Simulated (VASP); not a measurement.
Input of a VASP 6.6.1 run:

File INCAR:

```
SYSTEM = Au
ALGO = Fast
EDIFF = 1E-6
ENCUT = 520
GGA = PE
ISIF = 2
ISMEAR = 0
LASPH = .True.
LCHARG = .True.
LELF = .True.
LREAL = .False.
LVHAR = .True.
LWAVE = .False.
NBANDS = 18
NELM = 60
PREC = Accurate
SIGMA = 0.1
```

The input KPOINTS:

```
k-points
0
Gamma
  24 24 24
  0 0 0
```

Contents of POSCAR:

```
Au
1.0
    1.4256233300      0.8230840133      5.3277244708
   -1.4256233300      0.8230840133      5.3277244708
    0.0000000000     -1.6461680266      5.3277244708
Au
2
Direct
    0.0875884785      0.0875884785      0.0875884785
    0.9124115215      0.9124115215      0.9124115215
```

Potentials or basis: VASP PAW PBE potentials, release 64 (Au).

Run with:

```sh
$ cat potpaw_PBE.64/Au/POTCAR > POTCAR
$ mpirun -np 1 vasp_std > vasp.out
```

What does it give for the band gap on the k mesh?

Zero (bands 11 and 12 overlap by 5.08 eV).

Estimate the pressure.

-0.2 GPa.

Forces in eV/Å, atoms in the order of the input:
```
Au   0.000  0.000 -0.003
Au   0.000  0.000  0.003
```

Caveat: spin-orbit coupling is left out, which moves the levels of the heavy elements.
